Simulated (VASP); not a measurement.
# MgO (P6_3mc) in VASP: further runs, part 2 of 2

VASP 6.6.1. The steps go on from the part before.

## Step 4: Single point, PBEsol

This run uses another cell than the first one, of 12.81 Å³/atom, 1.029 times its volume.

INCAR

```
ALGO = Normal
EDIFF = 1E-6
ENCUT = 520
GGA = PS
ISIF = 2
ISMEAR = 0
LASPH = T
LCHARG = T
LELF = T
LREAL = F
LVHAR = T
LWAVE = F
NBANDS = 16
NELM = 80
PREC = Accurate
SIGMA = 0.05
```

KPOINTS

```
k-points
0
Gamma
  9 9 6
```

POSCAR

```
MgO
1.0
    3.3034678116      0.0000000000      0.0000000000
   -1.6517339058      2.8608870454      0.0000000000
    0.0000000000      0.0000000000      5.4209000000
Mg O
2 2
Direct
    0.3333333333      0.6666666667      0.0036583380
    0.6666666667      0.3333333333      0.5036583380
    0.3333333333      0.6666666667      0.4009416620
    0.6666666667      0.3333333333      0.9009416620
```

Potentials or basis: VASP PAW PBE potentials, release 64 (Mg, O).

Command:

```console
$ cat potpaw_PBE.64/Mg/POTCAR potpaw_PBE.64/O/POTCAR > POTCAR
$ mpirun -np 1 vasp_std > vasp.out
```

OUTCAR:

```text
EDIFF = 1E-6
   ENCUT = 520
   GGA = PS
   ISIF = 2
   ISMEAR = 0
   LASPH = T
   LREAL = F
   NELM = 80
   PREC = Accurate

 ion  position               nearest neighbor table
   1  0.333  0.667  0.004-   4 1.99   4 1.99   4 1.99   3 2.15   2 3.31   2 3.31   2 3.31   2 3.31
                             2 3.31   2 3.31
   2  0.667  0.333  0.504-   3 1.99   3 1.99   3 1.99   4 2.15   1 3.31   1 3.31   1 3.31   1 3.31
                             1 3.31   1 3.31
   3  0.333  0.667  0.401-   2 1.99   2 1.99   2 1.99   1 2.15
[... 654 lines left out ...]
     16      17.1321      0.00000

 [... further k-points ...]
[... 5 lines left out ...]
  --------------------------------------------------------------------------------------
  -------------------------------------------------------------------------------------
  Total       -1.1763950     -1.1763950     -4.2073635      0.0000000      0.0000000      0.0000000
  in kB      -36.7893046    -36.7893046   -131.5765304      0.0000000      0.0000000      0.0000000
  external PRESSURE =     -68.3850465 kB  Pullay stress =       0.0000000 kB

 VOLUME and BASIS-vectors are now :
 -----------------------------------------------------------------------------
  energy-cutoff  :      520.00
  volume of cell :       51.23
      direct lattice vectors                 reciprocal lattice vectors
     3.303467812  0.000000000  0.000000000     0.302712197  0.174770969  0.000000000
    -1.651733906  2.860887045  0.000000000     0.000000000  0.349541937  0.000000000
     0.000000000  0.000000000  5.420900000     0.000000000  0.000000000  0.184471213

 POSITION                                       TOTAL-FORCE (eV/Angst)
 -----------------------------------------------------------------------------------
     -0.00000      1.90726      0.01983         0.000000      0.000000      0.448021
      1.65173      0.95363      2.73028        -0.000000      0.000000      0.448021
     -0.00000      1.90726      2.17346        -0.000000      0.000000     -0.448021
      1.65173      0.95363      4.88391         0.000000      0.000000     -0.448021
 -----------------------------------------------------------------------------------
    total drift:                               -0.000000      0.000000     -0.000738

  FREE ENERGIE OF THE ION-ELECTRON SYSTEM (eV)
  ---------------------------------------------------
  free  energy   TOTEN  =       -24.3762221817 eV

  energy  without entropy=      -24.3762221817  energy(sigma->0) =      -24.37622218
```

OSZICAR:

```text
N       E                     dE             d eps       ncg     rms          rms(c)
DAV:   1     0.615147105282E+02    0.61515E+02   -0.73525E+03  1536   0.876E+02
DAV:   2    -0.238563926742E+02   -0.85371E+02   -0.77173E+02  2056   0.192E+02
DAV:   3    -0.282465063496E+02   -0.43901E+01   -0.43755E+01  1880   0.453E+01
DAV:   4    -0.282659820575E+02   -0.19476E-01   -0.19475E-01  1864   0.356E+00
DAV:   5    -0.282660805327E+02   -0.98475E-04   -0.98475E-04  1888   0.244E-01    0.109E+01
DAV:   6    -0.245047450648E+02    0.37613E+01   -0.11457E+01  1536   0.246E+01    0.411E+00
DAV:   7    -0.244092379458E+02    0.95507E-01   -0.21995E-01  1552   0.367E+00    0.219E+00
DAV:   8    -0.243782594446E+02    0.30979E-01   -0.11004E-01  1624   0.348E+00    0.509E-01
DAV:   9    -0.243757484599E+02    0.25110E-02   -0.38898E-03  1888   0.551E-01    0.160E-01
DAV:  10    -0.243762161637E+02   -0.46770E-03   -0.64430E-04  1576   0.177E-01    0.154E-02
DAV:  11    -0.243762208426E+02   -0.46789E-05   -0.15758E-05  1944   0.276E-02    0.111E-02
DAV:  12    -0.243762222479E+02   -0.14054E-05   -0.21216E-06  1576   0.119E-02    0.477E-03
DAV:  13    -0.243762221817E+02    0.66224E-07   -0.38017E-07   840   0.526E-03
   1 F= -.24376222E+02 E0= -.24376222E+02  d E =-.194255E-13
```

Wall time 48 s (1 thread of Intel Xeon Platinum 8259CL at 2.50GHz (Skylake/Cascade Lake), shared host); peak memory 0.19 GiB.

What came out:

```yaml
Free_energy: -24.3762 eV
Pressure: -6.8 GPa
Largest_force: 0.448 eV/Å
Band_gap_on_the_k_mesh: 3.07 eV, direct
```

Forces on the atoms (eV/Å):
```
Mg   0.000  0.000  0.448
Mg   0.000  0.000  0.448
O    0.000  0.000 -0.448
O    0.000  0.000 -0.448
```

Caveat: the PAW data sets were made with another functional, which shifts forces and pressure a little. A k mesh can miss the band edges.

## Step 5: Single point, PBEsol

This run uses another cell than the first one, of 12.70 Å³/atom, 1.020 times its volume.

INCAR

```
PREC = Accurate
ENCUT = 520
EDIFF = 1E-7
ISMEAR = 0
SIGMA = 0.05
LREAL = F
LASPH = T
NELM = 60
ALGO = Normal
ISIF = 2
LWAVE = F
LCHARG = T
GGA = PS
LELF = T
LVHAR = T
NBANDS = 16
```

KPOINTS

```
Automatic mesh
0
Gamma
  9 9 6
```

POSCAR

```
MgO
1.0
    3.4191000000      0.0000000000      0.0000000000
   -1.7095500000      2.9610274581      0.0000000000
    0.0000000000      0.0000000000      5.0193879762
Mg O
2 2
Direct
    0.3333333333      0.6666666667      0.0036583380
    0.6666666667      0.3333333333      0.5036583380
    0.3333333333      0.6666666667      0.4009416620
    0.6666666667      0.3333333333      0.9009416620
```

Potentials or basis: VASP PAW PBE potentials, release 64 (Mg, O).

Command:

```console
$ cat potpaw_PBE.64/Mg/POTCAR potpaw_PBE.64/O/POTCAR > POTCAR
$ mpirun -np 1 vasp_std > vasp.out
```

OUTCAR:

```text
PREC = Accurate
   ENCUT = 520
   EDIFF = 1E-7
   ISMEAR = 0
   LREAL = F
   LASPH = T
   NELM = 60
   ISIF = 2
   GGA = PS

 ion  position               nearest neighbor table
   1  0.333  0.667  0.004-   3 1.99   4 2.04   4 2.04   4 2.04   2 3.19   2 3.19   2 3.19   2 3.19
                             2 3.19   2 3.19
   2  0.667  0.333  0.504-   4 1.99   3 2.04   3 2.04   3 2.04   1 3.19   1 3.19   1 3.19   1 3.19
                             1 3.19   1 3.19
   3  0.333  0.667  0.401-   1 1.99   2 2.04   2 2.04   2 2.04
   4  0.667  0.333  0.901-   2 1.99   1 2.04   1 2.04   1 2.04

[... 653 lines left out ...]

 [... further k-points ...]
[... 5 lines left out ...]
  --------------------------------------------------------------------------------------
  -------------------------------------------------------------------------------------
  Total       -3.1293880     -3.1293880     -1.1264909      0.0000000      0.0000000     -0.0000000
  in kB      -98.6654251    -98.6654251    -35.5167526      0.0000000      0.0000000     -0.0000000
  external PRESSURE =     -77.6158676 kB  Pullay stress =       0.0000000 kB

 VOLUME and BASIS-vectors are now :
 -----------------------------------------------------------------------------
  energy-cutoff  :      520.00
  volume of cell :       50.82
      direct lattice vectors                 reciprocal lattice vectors
     3.419100000  0.000000000  0.000000000     0.292474628  0.168860305  0.000000000
    -1.709550000  2.961027458  0.000000000     0.000000000  0.337720610  0.000000000
     0.000000000  0.000000000  5.019387976     0.000000000  0.000000000  0.199227476

 POSITION                                       TOTAL-FORCE (eV/Angst)
 -----------------------------------------------------------------------------------
     -0.00000      1.97402      0.01836         0.000000     -0.000000     -0.226069
      1.70955      0.98701      2.52806         0.000000     -0.000000     -0.226069
     -0.00000      1.97402      2.01248         0.000000      0.000000      0.226069
      1.70955      0.98701      4.52218        -0.000000     -0.000000      0.226069
 -----------------------------------------------------------------------------------
    total drift:                               -0.000000      0.000000     -0.000304

  FREE ENERGIE OF THE ION-ELECTRON SYSTEM (eV)
  ---------------------------------------------------
  free  energy   TOTEN  =       -24.4389800521 eV

  energy  without entropy=      -24.4389800521  energy(sigma->0) =      -24.43898005
```

It took 47 s on 1 thread of Intel Xeon Platinum 8259CL at 2.50GHz (Skylake/Cascade Lake), shared host; peak memory 0.19 GiB.

Results:

- Free energy: -24.4390 eV
- Pressure: -7.8 GPa
- Largest force: 0.226 eV/Å
- Band gap on the k mesh: 2.95 eV, direct

Forces in eV/Å, atoms in the order of the input:
```
Mg   0.000  0.000 -0.226
Mg   0.000  0.000 -0.226
O    0.000  0.000  0.226
O    0.000  0.000  0.226
```

Caveat: the PAW data sets were made with another functional, which shifts forces and pressure a little.

## Step 6: Overview

```csv
cell,gap on the mesh (eV),pressure (GPa),largest force (eV/Å)
"a = 3.419, b = 3.419, c = 4.919 Å, angles 90.0, 90.0, 120.0°, 4 atoms",3.02,-5.8,0.49
"a = 3.361, b = 3.361, c = 5.120 Å, angles 90.0, 90.0, 120.0°, 4 atoms",3.07,-6.2,0.06
"a = 3.303, b = 3.303, c = 5.421 Å, angles 90.0, 90.0, 120.0°, 4 atoms",3.07,-6.8,0.45
"a = 3.419, b = 3.419, c = 5.019 Å, angles 90.0, 90.0, 120.0°, 4 atoms",2.95,-7.8,0.23
```

Alike in all rows: task single point; level PBEsol; potentials or basis VASP PAW PBE potentials, release 64 (Mg, O); no spin polarisation; k mesh 9 × 9 × 6; cutoff (eV) 520; smearing gaussian 0.05 eV.

Caveats: the PAW data sets were made with another functional, which shifts forces and pressure a little.

Total energies depend on the potentials used, so only differences within one code and one set of settings carry meaning.
